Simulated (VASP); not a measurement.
A run of VASP 6.6.1:

The input INCAR:

```
PREC     = Accurate       # precision mode
ENCUT    = 500            # plane-wave cutoff, eV
EDIFF    = 1E-6           # SCF threshold, eV
ISMEAR   = 1              # smearing method
SIGMA    = 0.1            # smearing width, eV
LREAL    = F              # projectors in reciprocal space
LASPH    = T              # aspherical terms in the spheres
NELM     = 120            # most SCF steps
ALGO     = Normal         # electronic algorithm
ISIF     = 2              # what is computed and relaxed
LWAVE    = F              # write WAVECAR
LCHARG   = F              # write CHGCAR
NBANDS   = 12             # bands
GGA_COMPAT= F
```

KPOINTS

```
Automatic mesh
0
Gamma
  10 10 10
```

POSCAR

```
As
1.0
    1.8799878575      1.0854114956      3.3276505507
   -1.8799878575      1.0854114956      3.3276505507
    0.0000000000     -2.1708229912      3.3276505507
As
2
Direct
    0.7695128170      0.7695128170      0.7695128170
    0.2304871830      0.2304871830      0.2304871830
```

Potentials or basis: VASP PAW LDA potentials, release 64 (As).

Command:

```bash
$ cat potpaw_LDA.64/As/POTCAR > POTCAR
$ mpirun -np 1 vasp_std > vasp.out
```

Hardware: 1 thread of AMD EPYC 9R45 96-Core Processor (Zen 5), on a shared host.

Question: Estimate the wall time of this run.

Answer: It took 21 s on 1 thread of AMD EPYC 9R45 96-Core Processor (Zen 5), on a shared host, peak memory 0.14 GiB. Counts: scf iterations 10, k points 116.
